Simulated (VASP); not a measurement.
# BN (F-43m) in VASP: single point with LDA

Aim: the single point of BN with LDA.

All numbers are computed with VASP 6.6.1; they aren't measurements. Logs are shortened: lines on timing, memory, paths and dates and some standing lists are left out, and cuts for length are marked.

### Step 1. The cell of the first run

It takes space group F-43m (No. 216, cubic). The conventional cell has a = 3.580 Å, b = 3.580 Å, c = 3.580 Å, α = 90.00°, β = 90.00°, γ = 90.00°. Within 2.1 Å of B (site symmetry -43m) lie 4 N at 1.55 Å. Within 2.1 Å of N (site symmetry -43m) lie 4 B at 1.55 Å.

### Step 2. Single point, LDA

File INCAR:

```
PREC = Accurate
ENCUT = 1330
EDIFF = 1E-6
ISMEAR = 0
SIGMA = 0.1
LREAL = F
LASPH = T
NELM = 120
ALGO = Normal
ISIF = 2
LWAVE = F
LCHARG = F
NBANDS = 11
GGA_COMPAT = F
```

File KPOINTS:

```
regular mesh
0
Gamma
  10 10 10
```

File POSCAR:

```
BN
1.0
    0.0000000000      1.7899407110      1.7899407110
    1.7899407110      0.0000000000      1.7899407110
    1.7899407110      1.7899407110      0.0000000000
B N
1 1
Direct
    0.0000000000      0.0000000000      0.0000000000
    0.2500000000      0.2500000000      0.2500000000
```

Potentials or basis: VASP PAW LDA potentials, release 64 (B_h, N_h).

Started as:

```
$ cat potpaw_LDA.64/B_h/POTCAR potpaw_LDA.64/N_h/POTCAR > POTCAR
$ mpirun -np 1 vasp_std > vasp.out
```

OUTCAR:

```text
PREC = Accurate
   ENCUT = 1330
   EDIFF = 1E-6
   ISMEAR = 0
   LREAL = F
   LASPH = T
   NELM = 120
   ISIF = 2

 ion  position               nearest neighbor table
   1  0.000  0.000  0.000-
   2  0.250  0.250  0.250-

  LATTYP: Found a face centered cubic cell.
 ALAT       =     3.5798814220

  Lattice vectors:

 A1 = (   0.0000000000,   1.7899407110,   1.7899407110)
 A2 = (   1.7899407110,   0.0000000000,   1.7899407110)
 A3 = (   1.7899407110,   1.7899407110,   0.0000000000)

Analysis of symmetry for initial positions (statically):
=====================================================================
 Subroutine PRICEL returns:
 Original cell was already a primitive cell.

 Routine SETGRP: Setting up the symmetry group for a
 face centered cubic supercell.

 Subroutine GETGRP returns: Found 24 space group operations
 (whereof 24 operations were pure point group operations)
 out of a pool of 48 trial point group operations.

The static configuration has the point symmetry T_d .

Analysis of symmetry for dynamics (positions and initial velocities):
=====================================================================
 Subroutine PRICEL returns:
 Original cell was already a primitive cell.

 Routine SETGRP: Setting up the symmetry group for a
 face centered cubic supercell.

 Subroutine GETGRP returns: Found 24 space group operations
 (whereof 24 operations were pure point group operations)
 out of a pool of 48 trial point group operations.

The dynamic configuration has the point symmetry T_d .

 Subroutine INISYM returns: Found 24 space group operations
 (whereof 24 operations are pure point group operations),
 and found     1 'primitive' translations

----------------------------------------------------------------------------------------

                                     Primitive cell

  volume of cell :      11.4695

  direct lattice vectors                    reciprocal lattice vectors
     0.000000000  1.789940711  1.789940711    -0.279338861  0.279338861  0.279338861
     1.789940711  0.000000000  1.789940711     0.279338861 -0.279338861  0.279338861
     1.789940711  1.789940711  0.000000000     0.279338861  0.279338861 -0.279338861

  length of vectors
     2.531358429  2.531358429  2.531358429     0.483829100  0.483829100  0.483829100

  position of ions in fractional coordinates (direct lattice)
     0.000000000  0.000000000  0.000000000
     0.250000000  0.250000000  0.250000000

  ion indices of the primitive-cell ions
   primitive index   ion index
                 1           1
                 2           2

----------------------------------------------------------------------------------------

 KPOINTS: regular mesh

Automatic generation of k-mesh.
 Grid dimensions read from file:
 generate k-points for:   10   10   10

 Generating k-lattice:

  Cartesian coordinates                     Fractional coordinates (reciprocal lattice)
    -0.027933886  0.027933886  0.027933886     0.100000000  0.000000000  0.000000000
     0.027933886 -0.027933886  0.027933886     0.000000000  0.100000000  0.000000000
     0.027933886  0.027933886 -0.027933886     0.000000000  0.000000000  0.100000000

  Length of vectors
     0.048382910  0.048382910  0.048382910

  Shift w.r.t. Gamma in fractional coordinates (k-lattice)
     0.000000000  0.000000000  0.000000000

 Subroutine IBZKPT returns following result:
 ===========================================

 Found     47 irreducible k-points:

 Following reciprocal coordinates:
            Coordinates               Weight
  0.000000  0.000000  0.000000      1.000000
  0.100000  0.000000  0.000000      8.000000
  0.200000  0.000000  0.000000      8.000000
  0.300000  0.000000  0.000000      8.000000
  0.400000  0.000000  0.000000      8.000000
  0.500000  0.000000  0.000000      4.000000
[... 16 lines left out ...]
  0.300000  0.300000  0.000000      6.000000
  0.400000  0.300000  0.000000     24.000000
 [... further k-points ...]
   k-points           NKPTS =     47   k-points in BZ     NKDIM =     47   number of bands    NBANDS=     11
   number of dos      NEDOS =    301   number of ions     NIONS =      2
   total plane-waves  NPLWV =  27000
   dimension x,y,z NGX =    30 NGY =   30 NGZ =   30
   dimension x,y,z NGXF=    60 NGYF=   60 NGZF=   60
   ions per type =               1   1
   NGX,Y,Z   is equivalent  to a cutoff of  19.70, 19.70, 19.70 a.u.
   NGXF,Y,Z  is equivalent  to a cutoff of  39.40, 39.40, 39.40 a.u.
 SYSTEM =  unknown system
   PREC   = accura    normal or accurate (medium, high low for compatibility)
   ISTART =      0    job   : 0-new  1-cont  2-samecut
   ICHARG =      2    charge: 1-file 2-atom 10-const
   ISPIN  =      1    spin polarized calculation?
   LNONCOLLINEAR =      F non collinear calculations
   LSORBIT =      F    spin-orbit coupling
   LASPH  =      T    aspherical Exc in radial PAW
   ENCUT  = 1330.0 eV  97.75 Ry    9.89 a.u.   7.53  7.53  7.53*2*pi/ulx,y,z
   NELM   =    120;   NELMIN=  2; NELMDL= -5     # of ELM steps
   EDIFF  = 0.1E-05   stopping-criterion for ELM
   LREAL  =      F    real-space projection
[... 7 lines left out ...]
   TEBEG  =    0.0;   TEEND  =   0.0 temperature during run
   PSTRESS=    0.0 pullay stress
   NELECT =       8.0000    total number of electrons
   NUPDOWN=      -1.0000    fix difference up-down
   EMIN   =  10.00;   EMAX   =-10.00  energy-range for DOS
   EFERMI =   0.00;   METHOD = LEGACY
   ISMEAR =     0;   SIGMA  =   0.10  broadening in eV -4-tet -1-fermi 0-gaus
   EFERMI_NEDOS =   21; number of points for ismear=-14 and -15
   IALGO  =     38    algorithm
   IMIX   =      4    mixing-type and parameters
     AMIX     =   0.40;   BMIX     =  1.00
     AMIX_MAG =   1.60;   BMIX_MAG =  1.00
  volume/ion in A,a.u.               =       5.73        38.70
  Fermi-wavevector in a.u.,A,eV,Ry     =   1.451854  2.743606 28.679436  2.107879
  Thomas-Fermi vector in A             =   2.569303
   LORBIT       =      0    0 simple, 1 ext, 2 COOP (PROOUT), +10 PAW based schemes
   GGA     = CA    functional components
   LHFCALC =     F    Hartree Fock is set to
   AEXX    =    0.0000 exact exchange contribution
   IVDW    =     0    specifies the selected vdW correction
   LEPSILON=     F    determine dielectric tensor
   LRPA    =     F    only Hartree local field effects (RPA)
 non-spin polarized calculation
 Gauss-broadening in eV      SIGMA  =   0.10
  energy-cutoff  :     1330.00
  volume of cell :       11.47
 maximum number of plane-waves:      1295
   NGX = 15   NGY = 15   NGZ = 15

 number of electron       8.0000000 magnetization

 Free energy of the ion-electron system (eV)
  ---------------------------------------------------
  ext. energy  EPLUGINS =         0.00000000
  ---------------------------------------------------
  free energy    TOTEN  =       -19.42112027 eV

  energy without entropy =      -19.42112027  energy(sigma->0) =      -19.42112027

 E-fermi :   9.6604     XC(G=0): -13.4110

 val. band max:        9.2633618348   @ k =   0.0000   0.0000   0.0000
 cond. band min:      13.6456808799   @ k =   0.5000   0.5000   0.0000
 fundamental gap:      4.3823190452
 Fermi energy:         9.6604341440

 k-point     1 :       0.0000    0.0000    0.0000
  band No.  band energies     occupation
      1     -11.1422      2.00000
      2       9.2634      2.00000
      3       9.2634      2.00000
      4       9.2634      2.00000
      5      18.0889      0.00000
      6      18.0889      0.00000
      7      18.0889      0.00000
      8      20.1814      0.00000
      9      34.3143      0.00000
     10      37.3996      0.00000
     11      37.3996      0.00000

 k-point     2 :       0.1000    0.0000    0.0000
  band No.  band energies     occupation
      1     -10.8927      2.00000
      2       7.9774      2.00000
      3       8.9988      2.00000
      4       8.9988      2.00000
      5      18.4457      0.00000
      6      18.4857      0.00000
      7      18.4857      0.00000
      8      20.9032      0.00000
      9      33.8602      0.00000
     10      34.6176      0.00000
     11      34.6176      0.00000

 k-point     3 :       0.2000    0.0000    0.0000
  band No.  band energies     occupation
      1     -10.1563      2.00000
      2       5.2168      2.00000
      3       8.4071      2.00000
      4       8.4071      2.00000
      5      18.9617      0.00000
      6      19.3013      0.00000
      7      19.3013      0.00000
      8      22.4336      0.00000
      9      33.0239      0.00000
     10      33.1085      0.00000
     11      33.1085      0.00000

 k-point     4 :       0.3000    0.0000    0.0000
  band No.  band energies     occupation
      1      -8.9858      2.00000
      2       2.1932      2.00000
      3       7.8111      2.00000
      4       7.8111      2.00000
      5      19.4217      0.00000
      6      19.8710      0.00000
      7      19.8710      0.00000
      8      23.6854      0.00000
      9      32.5772      0.00000
     10      33.3741      0.00000
     11      33.3741      0.00000
[... 239 lines left out ...]
 k-point    22 :      -0.2000    0.2000    0.0000
  band No.  band energies     occupation
      1      -8.5991      2.00000
      2       3.0112      2.00000
      3       4.8723      2.00000
      4       7.9225      2.00000
      5      19.9383      0.00000
      6      20.2934      0.00000
      7      20.9141      0.00000
      8      23.3366      0.00000
      9      30.6654      0.00000
     10      31.6207      0.00000
     11      36.4312      0.00000

 k-point    23 :       0.3000    0.3000    0.0000
  band No.  band energies     occupation
      1      -8.2847      2.00000
      2       4.0531      2.00000
      3       5.4672      2.00000
      4       5.4672      2.00000
      5      15.3941      0.00000
      6      20.1685      0.00000
      7      24.1534      0.00000
      8      24.1534      0.00000
      9      28.2533      0.00000
     10      36.9856      0.00000
     11      41.5775      0.00000

 k-point    24 :       0.4000    0.3000    0.0000
  band No.  band energies     occupation
      1      -7.2345      2.00000
      2       2.4338      2.00000
      3       4.6079      2.00000
      4       5.0462      2.00000
      5      15.3413      0.00000
      6      19.9938      0.00000
      7      24.9711      0.00000
      8      25.0135      0.00000
      9      29.1765      0.00000
     10      36.6757      0.00000
     11      41.4013      0.00000

 [... further k-points ...]
[... 5 lines left out ...]
  --------------------------------------------------------------------------------------
  -------------------------------------------------------------------------------------
  Total        0.0664097      0.0664097      0.0664097     -0.0000000      0.0000000      0.0000000
  in kB        9.2767530      9.2767530      9.2767530     -0.0000000      0.0000000      0.0000000
  external PRESSURE =       9.2767530 kB  Pullay stress =       0.0000000 kB

 VOLUME and BASIS-vectors are now :
 -----------------------------------------------------------------------------
  energy-cutoff  :     1330.00
  volume of cell :       11.47
      direct lattice vectors                 reciprocal lattice vectors
     0.000000000  1.789940711  1.789940711    -0.279338861  0.279338861  0.279338861
     1.789940711  0.000000000  1.789940711     0.279338861 -0.279338861  0.279338861
     1.789940711  1.789940711  0.000000000     0.279338861  0.279338861 -0.279338861

 POSITION                                       TOTAL-FORCE (eV/Angst)
 -----------------------------------------------------------------------------------
      0.00000      0.00000      0.00000         0.000000     -0.000000     -0.000000
      0.89497      0.89497      0.89497        -0.000000      0.000000      0.000000
 -----------------------------------------------------------------------------------
    total drift:                                0.000000      0.000000     -0.000000

  FREE ENERGIE OF THE ION-ELECTRON SYSTEM (eV)
  ---------------------------------------------------
  free  energy   TOTEN  =       -19.4211202728 eV

  energy  without entropy=      -19.4211202728  energy(sigma->0) =      -19.42112027
```

Run time: 14 s. Hardware: 1 thread of Intel Xeon Platinum 8259CL at 2.50GHz (Skylake/Cascade Lake), shared host; peak memory 0.15 GiB.

What came out:

```yaml
Free_energy: -19.4211 eV
Pressure: 0.9 GPa
Band_gap_on_the_k_mesh: 4.38 eV (least direct gap 8.83 eV)
```

Levels at points of the mesh, in eV from the valence-band top:
```tsv
k point	band 1	band 2	band 3	band 4	band 5	band 6	band 7	band 8
(0.00, 0.00, 0.00)	-20.41	0.00	0.00	0.00	8.83	8.83	8.83	10.92
(0.50, 0.00, 0.00)	-15.98	-10.98	-2.00	-2.00	10.60	10.73	10.73	15.31
(0.50, 0.50, 0.00)	-14.56	-9.08	-5.07	-5.07	4.38	9.32	18.15	18.15
```

A k mesh can miss the band edges.
